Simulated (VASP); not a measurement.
# Ta (P6_3/mmc) in VASP: a series of runs

The runs below take Ta through single point, with r2SCAN.

Everything below comes from runs of VASP 6.6.1. Logs are shortened: lines on timing, memory, paths and dates and some standing lists are left out, and cuts for length are marked.

## 1. The cell of the first run

It takes space group P6_3/mmc (No. 194, hexagonal). The conventional cell has a = 2.821 Å, b = 2.821 Å, c = 5.025 Å, α = 90.00°, β = 90.00°, γ = 120.00°. Within 3.7 Å of Ta (site symmetry -6m2) lie 12 Ta at 2.82 to 2.99 Å.

This isn't the form of Ta at room conditions, which is bcc.

## 2. Single point, r2SCAN

POSCAR

```
Ta
1.0
    2.8208694672      0.0000000000      0.0000000000
   -1.4104347384      2.4429446261      0.0000000000
    0.0000000000      0.0000000000      5.0246603656
Ta
2
Direct
    0.6666666667      0.3333333333      0.7500000000
    0.3333333333      0.6666666667      0.2500000000
```

INCAR.step1

```
  ALGO = Normal
  EDIFF = 1E-4
  ENCUT = 520
  GGA = PE
  ISMEAR = 1
  LASPH = True
  LCHARG = False
  LREAL = False
  LWAVE = True
  NBANDS = 18
  NELM = 100
  PREC = Accurate
  SIGMA = 0.1
```

INCAR.step2

```
  ALGO = Normal
  EDIFF = 1E-6
  ENCUT = 520
  ISIF = 2
  ISMEAR = 1
  ISTART = 1
  LASPH = True
  LCHARG = False
  LMIXTAU = True
  LREAL = False
  LWAVE = False
  METAGGA = R2SCAN
  NBANDS = 18
  NELM = 100
  PREC = Accurate
  SIGMA = 0.1
```

KPOINTS

```
k-points
0
Gamma
  11 11 6
```

Potentials or basis: VASP PAW PBE potentials, release 64 (Ta_pv).

Run with:

```
$ cat potpaw_PBE.64/Ta_pv/POTCAR > POTCAR
$ cp INCAR.step1 INCAR
$ mpirun -np 1 vasp_std > vasp.out
$ cp INCAR.step2 INCAR
$ mpirun -np 1 vasp_std > vasp.out
```

OUTCAR:

```text
EDIFF = 1E-6
   ENCUT = 520
   ISIF = 2
   ISMEAR = 1
   ISTART = 1
   LASPH = True
   LREAL = False
   METAGGA = R2SCAN
   NELM = 100
   PREC = Accurate

 ion  position               nearest neighbor table
   1  0.667  0.333  0.750-   2 2.99   2 2.99   2 2.99   2 2.99   2 2.99   2 2.99
   2  0.333  0.667  0.250-   1 2.99   1 2.99   1 2.99   1 2.99   1 2.99   1 2.99

  LATTYP: Found a hexagonal cell.
 ALAT       =     2.8208694672
 C/A-ratio  =     1.7812452593

  Lattice vectors:

 A1 = (   2.8208694672,   0.0000000000,   0.0000000000)
 A2 = (  -1.4104347384,   2.4429446261,   0.0000000000)
 A3 = (   0.0000000000,   0.0000000000,   5.0246603656)

Analysis of symmetry for initial positions (statically):
=====================================================================
 Subroutine PRICEL returns:
 Original cell was already a primitive cell.

 Routine SETGRP: Setting up the symmetry group for a
 hexagonal supercell.

 Subroutine GETGRP returns: Found 24 space group operations
 (whereof 12 operations were pure point group operations)
 out of a pool of 24 trial point group operations.

The static configuration has the point symmetry D_3d.
 The point group associated with its full space group is D_6h.

Analysis of symmetry for dynamics (positions and initial velocities):
=====================================================================
 Subroutine PRICEL returns:
 Original cell was already a primitive cell.

 Routine SETGRP: Setting up the symmetry group for a
 hexagonal supercell.

 Subroutine GETGRP returns: Found 24 space group operations
 (whereof 12 operations were pure point group operations)
 out of a pool of 24 trial point group operations.

The dynamic configuration has the point symmetry D_3d.
 The point group associated with its full space group is D_6h.

 Subroutine INISYM returns: Found 24 space group operations
 (whereof 12 operations are pure point group operations),
 and found     1 'primitive' translations

----------------------------------------------------------------------------------------

                                     Primitive cell

  volume of cell :      34.6261

  direct lattice vectors                    reciprocal lattice vectors
     2.820869467  0.000000000  0.000000000     0.354500629  0.204671034  0.000000000
    -1.410434738  2.442944626  0.000000000     0.000000000  0.409342066  0.000000000
     0.000000000  0.000000000  5.024660366     0.000000000  0.000000000  0.199018427

  length of vectors
     2.820869467  2.820869475  5.024660366     0.409342067  0.409342066  0.199018427

[... 80 lines left out ...]
   EDIFF  = 0.1E-05   stopping-criterion for ELM
   LREAL  =      F    real-space projection
   EDIFFG = 0.1E-04   stopping-criterion for IOM
   NSW    =      0    number of steps for IOM
   IBRION =     -1    ionic relax: 0-MD 1-quasi-New 2-CG
   NFREE  =      0    steps in history (QN), initial steepest desc. (CG)
   ISIF   =      2    stress and relaxation
   ISYM   =      2    0-nonsym 1-usesym 2-fastsym
   POTIM  = 0.5000    time-step for ionic-motion
   TEBEG  =    0.0;   TEEND  =   0.0 temperature during run
   PSTRESS=    0.0 pullay stress
   NELECT =      22.0000    total number of electrons
   NUPDOWN=      -1.0000    fix difference up-down
   EMIN   =  10.00;   EMAX   =-10.00  energy-range for DOS
   EFERMI =   0.00;   METHOD = LEGACY
   ISMEAR =     1;   SIGMA  =   0.10  broadening in eV -4-tet -1-fermi 0-gaus
   EFERMI_NEDOS =   21; number of points for ismear=-14 and -15
   IALGO  =     38    algorithm
   IMIX   =      4    mixing-type and parameters
     AMIX     =   0.40;   BMIX     =  1.00
     AMIX_MAG =   1.60;   BMIX_MAG =  1.00
  volume/ion in A,a.u.               =      17.31       116.83
  Fermi-wavevector in a.u.,A,eV,Ry     =   1.407391  2.659582 26.949713  1.980748
  Thomas-Fermi vector in A             =   2.529654
   LORBIT       =      0    0 simple, 1 ext, 2 COOP (PROOUT), +10 PAW based schemes
   METAGGA = R2SCAN    functional components
   LHFCALC =     F    Hartree Fock is set to
   AEXX    =    0.0000 exact exchange contribution
   IVDW    =     0    specifies the selected vdW correction
   LEPSILON=     F    determine dielectric tensor
   LRPA    =     F    only Hartree local field effects (RPA)
 non-spin polarized calculation
 Methfessel and Paxton  Order N= 1 SIGMA  =   0.10
  energy-cutoff  :      520.00
  volume of cell :       34.63
 maximum number of plane-waves:       942
 NGX is ok and might be reduce to    24
   NGX = 11   NGY = 11   NGZ = 19

 number of electron      21.9999998 magnetization

 Free energy of the ion-electron system (eV)
  ---------------------------------------------------
  ext. energy  EPLUGINS =         0.00000000
  ---------------------------------------------------
  free energy    TOTEN  =       -96.46133316 eV

  energy without entropy =      -96.46266526  energy(sigma->0) =      -96.46177719

 E-fermi :   6.1318     XC(G=0): -13.9818

 val. band max:        6.1306120125   @ k =   0.2727   0.2727   0.0000
 cond. band min:       6.1762131250   @ k =   0.3636   0.0000   0.0000
 fundamental gap:      0.0456011124
 Fermi energy:         6.1317511746

 k-point     1 :       0.0000    0.0000    0.0000
  band No.  band energies     occupation
      1     -29.6527      2.00000
      2     -28.5152      2.00000
      3     -28.3710      2.00000
      4     -28.3710      2.00000
      5     -28.2607      2.00000
      6     -28.2607      2.00000
[... 481 lines left out ...]
      5     -28.5346      2.00000
      6     -28.4337      2.00000
[... 10 lines left out ...]
     17      12.1075      0.00000
     18      14.2463      0.00000

 [... further k-points ...]

------------------------ aborting loop because EDIFF is reached ----------------------------------------

  FORCE on cell =-STRESS in cart. coord.  units (eV):
  Direction    XX          YY          ZZ          XY          YZ          ZX
  --------------------------------------------------------------------------------------
  -------------------------------------------------------------------------------------
  Total        3.4104855      3.4104855      3.1849592     -0.0000000      0.0000000      0.0000000
  in kB      157.8059811    157.8059820    147.3706947     -0.0000003      0.0000000      0.0000000
  external PRESSURE =     154.3275526 kB  Pullay stress =       0.0000000 kB

 VOLUME and BASIS-vectors are now :
 -----------------------------------------------------------------------------
  energy-cutoff  :      520.00
  volume of cell :       34.63
      direct lattice vectors                 reciprocal lattice vectors
     2.820869467  0.000000000  0.000000000     0.354500629  0.204671034  0.000000000
    -1.410434738  2.442944626  0.000000000     0.000000000  0.409342066  0.000000000
     0.000000000  0.000000000  5.024660366     0.000000000  0.000000000  0.199018427

 POSITION                                       TOTAL-FORCE (eV/Angst)
 -----------------------------------------------------------------------------------
      1.41043      0.81431      3.76850         0.000000     -0.000000      0.000000
     -0.00000      1.62863      1.25617        -0.000000      0.000000      0.000000
 -----------------------------------------------------------------------------------
    total drift:                                0.000000     -0.000000      0.000000

  FREE ENERGIE OF THE ION-ELECTRON SYSTEM (eV)
  ---------------------------------------------------
  free  energy   TOTEN  =       -96.4613331585 eV

  energy  without entropy=      -96.4626652576  energy(sigma->0) =      -96.46177719
```

Wall time 3 min (1 thread of Intel Xeon 8259CL, shared host); peak memory 0.19 GiB.

Results:

```yaml
Free_energy: -96.4613 eV
Pressure: 15.4 GPa
Band_gap_on_the_k_mesh: zero (bands 11 and 12 overlap by 2.52 eV)
```

Levels at points of the mesh, in eV from the Fermi level:
```csv
k point,band 7,band 8,band 9,band 10,band 11,band 12,band 13,band 14,band 15,band 16
"(0.00, 0.00, 0.00)",-8.94,-5.45,-0.72,-0.09,0.69,0.69,1.35,1.35,3.51,3.51
"(0.00, 0.00, 0.50)",-6.88,-6.88,-1.42,-1.42,0.75,0.75,0.75,0.75,5.17,5.17
```

Caveat: the cell stands under pressure; the PAW data sets were made with another functional, which shifts forces and pressure a little; spin-orbit coupling is left out, which moves the levels of the heavy elements.

## 3. Single point, r2SCAN

This run uses another cell than the first one, of 17.81 Å³/atom.

POSCAR

```
Ta
1.0
    2.8478650736      0.0000000000      0.0000000000
   -1.4239325417      2.4663235071      0.0000000000
    0.0000000000      0.0000000000      5.0727461616
Ta
2
Direct
    0.6666666667      0.3333333333      0.7500000000
    0.3333333333      0.6666666667      0.2500000000
```

INCAR.step1

```
ALGO = Normal
EDIFF = 1E-4
ENCUT = 520
GGA = PE
ISMEAR = 1
LASPH = True
LCHARG = False
LREAL = False
LWAVE = True
NBANDS = 18
NELM = 60
PREC = Accurate
SIGMA = 0.1
```

INCAR.step2

```
ALGO = Normal
EDIFF = 1E-7
ENCUT = 520
ISIF = 2
ISMEAR = 1
ISTART = 1
LASPH = True
LCHARG = False
LMIXTAU = True
LREAL = False
LWAVE = False
METAGGA = R2SCAN
NBANDS = 18
NELM = 60
PREC = Accurate
SIGMA = 0.1
```

KPOINTS is that of step 2.

Potentials or basis: VASP PAW PBE potentials, release 64 (Ta_pv).

Run with:

```
$ cat potpaw_PBE.64/Ta_pv/POTCAR > POTCAR
$ cp INCAR.step1 INCAR
$ mpirun -np 1 vasp_std > vasp.out
$ cp INCAR.step2 INCAR
$ mpirun -np 1 vasp_std > vasp.out
```

Wall time 3.1 min (1 thread of Intel Xeon 8259CL, shared host); peak memory 0.19 GiB.

It converged, with:

* Free energy: -96.5354 eV
* Pressure: 8.3 GPa
* Band gap on the k mesh: zero (bands 11 and 12 overlap by 2.36 eV)

Stress tensor (GPa, compression positive):
```
8.42 0.00 0.00
0.00 8.42 0.00
0.00 0.00 8.10
```

Levels at points of the mesh, in eV from the Fermi level:
| k point | band 7 | band 8 | band 9 | band 10 | band 11 | band 12 | band 13 | band 14 | band 15 | band 16 |
| --- | --- | --- | --- | --- | --- | --- | --- | --- | --- | --- |
| (0.00, 0.00, 0.00) | -8.85 | -5.36 | -0.69 | -0.22 | 0.68 | 0.68 | 1.31 | 1.31 | 3.41 | 3.41 |
| (0.00, 0.00, 0.50) | -6.84 | -6.84 | -1.39 | -1.39 | 0.74 | 0.74 | 0.74 | 0.74 | 5.00 | 5.00 |

Caveat: the cell stands under pressure; the PAW data sets were made with another functional, which shifts forces and pressure a little; spin-orbit coupling is left out, which moves the levels of the heavy elements.

## 4. Single point, r2SCAN

This run uses another cell than the first one, of 18.32 Å³/atom.

POSCAR

```
Ta
1.0
    2.8743583631      0.0000000000      0.0000000000
   -1.4371791865      2.4892673689      0.0000000000
    0.0000000000      0.0000000000      5.1199372080
Ta
2
Direct
    0.6666666667      0.3333333333      0.7500000000
    0.3333333333      0.6666666667      0.2500000000
```

INCAR.step1

```
ALGO = Normal
EDIFF = 1E-4
ENCUT = 520
GGA = PE
ISMEAR = 1
LASPH = T
LCHARG = F
LREAL = F
LWAVE = T
NBANDS = 18
NELM = 100
PREC = Accurate
SIGMA = 0.1
```

INCAR.step2

```
ALGO = Normal
EDIFF = 1E-6
ENCUT = 520
ISIF = 2
ISMEAR = 1
ISTART = 1
LASPH = T
LCHARG = F
LMIXTAU = T
LREAL = F
LWAVE = F
METAGGA = R2SCAN
NBANDS = 18
NELM = 100
PREC = Accurate
SIGMA = 0.1
```

KPOINTS is that of step 3.

Run with:

```
$ cat potpaw_PBE.64/Ta_pv/POTCAR > POTCAR
$ cp INCAR.step1 INCAR
$ mpirun -np 1 vasp_std > vasp.out
$ cp INCAR.step2 INCAR
$ mpirun -np 1 vasp_std > vasp.out
```

Wall time 4.8 min (1 thread of Intel Xeon 8259CL, shared host); peak memory 0.19 GiB.

Results (log left out):

- Free energy: -96.5679 eV
- Pressure: 2.2 GPa
- Band gap on the k mesh: zero (bands 11 and 12 overlap by 2.21 eV)

Stress tensor (GPa, compression positive):
```
2.11 0.00 0.00
0.00 2.11 0.00
0.00 0.00 2.26
```

Levels at points of the mesh, in eV from the Fermi level:
```tsv
k point	band 7	band 8	band 9	band 10	band 11	band 12	band 13	band 14	band 15	band 16
(0.00, 0.00, 0.00)	-8.75	-5.27	-0.65	-0.31	0.68	0.68	1.28	1.28	3.31	3.31
(0.00, 0.00, 0.50)	-6.79	-6.79	-1.36	-1.36	0.74	0.74	0.74	0.74	4.84	4.84
```

Caveat: the PAW data sets were made with another functional, which shifts forces and pressure a little; spin-orbit coupling is left out, which moves the levels of the heavy elements.

## 5. Single point, r2SCAN

This run uses another cell than the first one, of 18.82 Å³/atom.

POSCAR

```
Ta
1.0
    2.9003720700      0.0000000000      0.0000000000
   -1.4501860400      2.5117959000      0.0000000000
    0.0000000000      0.0000000000      5.1662740000
Ta
2
Direct
    0.6666666667      0.3333333333      0.7500000000
    0.3333333333      0.6666666667      0.2500000000
```

INCAR.step1

```
SYSTEM = Ta
ALGO = Normal
EDIFF = 1E-4
ENCUT = 520
GGA = PE
ISMEAR = 1
LASPH = .TRUE.
LCHARG = .FALSE.
LREAL = .FALSE.
LWAVE = .TRUE.
NBANDS = 18
NELM = 80
PREC = Accurate
SIGMA = 0.1
```

INCAR.step2

```
SYSTEM = Ta
ALGO = Normal
EDIFF = 1E-6
ENCUT = 520
ISIF = 2
ISMEAR = 1
ISTART = 1
LASPH = .TRUE.
LCHARG = .FALSE.
LMIXTAU = .TRUE.
LREAL = .FALSE.
LWAVE = .FALSE.
METAGGA = R2SCAN
NBANDS = 18
NELM = 80
PREC = Accurate
SIGMA = 0.1
```

KPOINTS

```
k-points
0
G
  11 11 6
  0 0 0
```

Run with:

```
$ cat potpaw_PBE.64/Ta_pv/POTCAR > POTCAR
$ cp INCAR.step1 INCAR
$ mpirun -np 1 vasp_std > vasp.out
$ cp INCAR.step2 INCAR
$ mpirun -np 1 vasp_std > vasp.out
```

It took 4.8 min on 1 thread of Intel Xeon 8259CL, shared host; peak memory 0.19 GiB.

It converged, with:

| Quantity | Value |
| --- | --- |
| Free energy | -96.5643 eV |
| Pressure | -3.2 GPa |
| Band gap on the k mesh | zero (bands 11 and 12 overlap by 2.08 eV) |

Stress tensor (GPa, compression positive):
```
-3.42  0.00  0.00
 0.00 -3.42  0.00
 0.00  0.00 -2.86
```

Levels at points of the mesh, in eV from the Fermi level:
```tsv
k point	band 9	band 10	band 11	band 12	band 13	band 14
(0.00, 0.00, 0.00)	-0.61	-0.39	0.68	0.68	1.26	1.26
(0.00, 0.00, 0.50)	-1.32	-1.32	0.74	0.74	0.74	0.74
```

Caveat: the cell stands under tension; the PAW data sets were made with another functional, which shifts forces and pressure a little; spin-orbit coupling is left out, which moves the levels of the heavy elements.

## 6. Single point, r2SCAN

This run uses another cell than the first one, of 19.32 Å³/atom.

POSCAR

```
Ta
1.0
    2.9259273257      0.0000000000      0.0000000000
   -1.4629636679      2.5339274007      0.0000000000
    0.0000000000      0.0000000000      5.2117941781
Ta
2
Direct
    0.6666666667      0.3333333333      0.7500000000
    0.3333333333      0.6666666667      0.2500000000
```

INCAR.step1

```
SYSTEM = Ta
  PREC = Accurate
  ENCUT = 520
  ISMEAR = 1
  SIGMA = 0.1
  LREAL = .False.
  LASPH = .True.
  NELM = 60
  NBANDS = 18
  GGA = PE
  ALGO = Normal
  EDIFF = 1E-4
  LWAVE = .True.
  LCHARG = .False.
```

INCAR.step2

```
SYSTEM = Ta
  PREC = Accurate
  ENCUT = 520
  EDIFF = 1E-7
  ISMEAR = 1
  SIGMA = 0.1
  LREAL = .False.
  LASPH = .True.
  NELM = 60
  ALGO = Normal
  ISIF = 2
  LWAVE = .False.
  LCHARG = .False.
  METAGGA = R2SCAN
  LMIXTAU = .True.
  NBANDS = 18
  ISTART = 1
```

KPOINTS

```
Automatic mesh
0
Gamma
  11 11 6
  0 0 0
```

Potentials or basis: VASP PAW PBE potentials, release 64 (Ta_pv).

Run with:

```
$ cat potpaw_PBE.64/Ta_pv/POTCAR > POTCAR
$ cp INCAR.step1 INCAR
$ mpirun -np 1 vasp_std > vasp.out
$ cp INCAR.step2 INCAR
$ mpirun -np 1 vasp_std > vasp.out
```

It took 4.9 min on 1 thread of Intel Xeon 8259CL, shared host; peak memory 0.19 GiB.

Results (log left out):

```
Free energy            : -96.5290 eV
Pressure               : -8.0 GPa
Band gap on the k mesh : zero (bands 11 and 12 overlap by 2.00 eV)
```

Stress tensor (GPa, compression positive):
```
-8.27  0.00  0.00
 0.00 -8.27  0.00
 0.00  0.00 -7.33
```

Levels at points of the mesh, in eV from the Fermi level:
| k point | band 8 | band 9 | band 10 | band 11 | band 12 | band 13 | band 14 | band 15 |
| --- | --- | --- | --- | --- | --- | --- | --- | --- |
| (0.00, 0.00, 0.00) | -5.08 | -0.57 | -0.46 | 0.68 | 0.68 | 1.24 | 1.24 | 3.15 |
| (0.00, 0.00, 0.50) | -6.67 | -1.28 | -1.28 | 0.73 | 0.73 | 0.73 | 0.73 | 4.56 |

Caveat: the cell stands under tension; the PAW data sets were made with another functional, which shifts forces and pressure a little; spin-orbit coupling is left out, which moves the levels of the heavy elements.

## 7. Overview

| cell | gap on the mesh (eV) | pressure (GPa) |
| --- | --- | --- |
| a = 2.821, b = 2.821, c = 5.025 Å, angles 90.0, 90.0, 120.0°, 2 atoms | none | 15.4 |
| a = 2.848, b = 2.848, c = 5.073 Å, angles 90.0, 90.0, 120.0°, 2 atoms | none | 8.3 |
| a = 2.874, b = 2.874, c = 5.120 Å, angles 90.0, 90.0, 120.0°, 2 atoms | none | 2.2 |
| a = 2.900, b = 2.900, c = 5.166 Å, angles 90.0, 90.0, 120.0°, 2 atoms | none | -3.2 |
| a = 2.926, b = 2.926, c = 5.212 Å, angles 90.0, 90.0, 120.0°, 2 atoms | none | -8.0 |

Alike in all rows: task single point; level r2SCAN; potentials or basis VASP PAW PBE potentials, release 64 (Ta_pv); no spin polarisation; k mesh 11 × 11 × 6; cutoff (eV) 520; smearing methfessel-paxton 0.1 eV.

Caveats: the PAW data sets were made with another functional, which shifts forces and pressure a little; spin-orbit coupling is left out, which moves the levels of the heavy elements; the cell stands under pressure (at least some runs); the cell stands under tension (at least some runs).

Absolute energies hang on the potentials; compare differences alone.
